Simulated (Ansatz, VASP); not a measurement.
**AlNi in VASP and in Ansatz**

```xyz
2
Lattice="2.8599 0.0000 0.0000 0.0000 2.8599 0.0000 0.0000 0.0000 2.9274" Properties=species:S:1:pos:R:3 pbc="T T T"
Al    0.0000    0.0000    0.0000
Ni    1.4300    1.4300    1.4637
```

Change from the starting cell: strain along c alone, the other axes held, atoms relaxed: +2.0 %.

Alike in both runs: task single point; functional r2SCAN; k mesh 18 × 18 × 18; occupations gaussian, width 0.1 eV; no spin polarisation.

|  | VASP | Ansatz |
| --- | --- | --- |
| version | VASP 6.6.1 | Ansatz 0.2.0 |
| potentials or method | VASP PAW PBE potentials, release 64 (Al, Ni), cutoff 520 eV | scalar-relativistic, plane waves, PAW |
| valence electrons in the cell | 13 | 21 |

```tsv
	VASP	Ansatz	Ansatz less VASP
gap on the k mesh at the Fermi level (eV)	none	none	-
pressure (GPa)	-3.5	-3.3	+0.18
traceless stress, the component that is largest in VASP (GPa)	-1.01	-0.99	+0.021
```

VASP's potentials were made for PBE, not for r2SCAN. A gap of «none» marks a metal or a gap that the smearing closes. With one functional, cell and mesh, what is left measures potentials, basis and numerics. VASP's potentials hold 13 valence electrons a cell and Ansatz's 21, so a difference there can come from the potentials and not from the codes.
